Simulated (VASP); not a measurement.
Write the native input for VASP 6.6.1 that does the following.

* Task: single point
* Functional: r2SCAN
* Potentials or basis: VASP PAW PBE potentials, release 64 (Zn, Se)
* Cutoff: 520 eV
* k mesh: 8 × 8 × 8
* Occupations: fermi-dirac, width 0.02 eV
* Spin: non-collinear spin, zero start, spin-orbit coupling
* Starting moments: [[0.0, 0.0, 0.0], [0.0, 0.0, 0.0]] μB
* Dipole correction: no
* Further INCAR settings: ALGO = Normal; EDIFF = 1e-06; NBANDS = 30

Crystal: ZnSe.

```xyz
2
Lattice="0.0000 2.9174 2.9174 2.9174 0.0000 2.9174 2.9174 2.9174 0.0000" Properties=species:S:1:pos:R:3 pbc="T T T"
Zn    0.0000    0.0000    0.0000
Se    1.4587    1.4587    1.4587
```

This cell differs from its parent crystal: strain +3.0%.

The input as run:

POSCAR

```
ZnSe
1.0
    0.0000000000      2.9173933049      2.9173933049
    2.9173933049      0.0000000000      2.9173933049
    2.9173933049      2.9173933049      0.0000000000
Zn Se
1 1
Direct
    0.0000000000      0.0000000000      0.0000000000
    0.2500000000      0.2500000000      0.2500000000
```

INCAR.step1

```
SYSTEM = ZnSe
PREC = Accurate ; ENCUT = 520
ISMEAR = -1 ; SIGMA = 0.02
LREAL = .False. ; LASPH = .True.
NELM = 150 ; LNONCOLLINEAR = .True.
MAGMOM = 0 0 0 0 0 0 ; LSORBIT = .True.
GGA_COMPAT = .False. ; NBANDS = 30
GGA = PE ; ALGO = Normal
EDIFF = 1E-4 ; LWAVE = .True.
LCHARG = .False.
```

INCAR.step2

```
SYSTEM = ZnSe
PREC = Accurate ; ENCUT = 520
EDIFF = 1E-6 ; ISMEAR = -1
SIGMA = 0.02 ; LREAL = .False.
LASPH = .True. ; NELM = 150
ALGO = Normal ; ISIF = 2
LWAVE = .False. ; LCHARG = .True.
LNONCOLLINEAR = .True. ; MAGMOM = 0 0 0 0 0 0
LORBIT = 11 ; LSORBIT = .True.
GGA_COMPAT = .False. ; LORBMOM = .True.
METAGGA = R2SCAN ; LMIXTAU = .True.
LVHAR = .True. ; NBANDS = 30
ISTART = 1
```

KPOINTS

```
regular mesh
0
Gamma
  8 8 8
  0 0 0
```

Potentials or basis: VASP PAW PBE potentials, release 64 (Zn, Se).

Run with:

```console
$ cat potpaw_PBE.64/Zn/POTCAR potpaw_PBE.64/Se/POTCAR > POTCAR
$ cp INCAR.step1 INCAR
$ mpirun -np 1 vasp_ncl > vasp.out
$ cp INCAR.step2 INCAR
$ mpirun -np 1 vasp_ncl > vasp.out
```

Results of the run:

The pressure is -4.6 GPa. The net moment is 0.00 μB per cell and the valence electrons inside the program's atomic spheres are Zn 10.67; Se 3.89.

Caveat: the cell differs from its parent crystal (strain +3.0%); the cell stands under tension; the PAW data sets were made with another functional, which shifts forces and pressure a little.

It took 4.6 min on 1 thread of Intel(R) Xeon(R) 6975P-C (Granite Rapids) (shared host), peak memory 0.41 GiB.
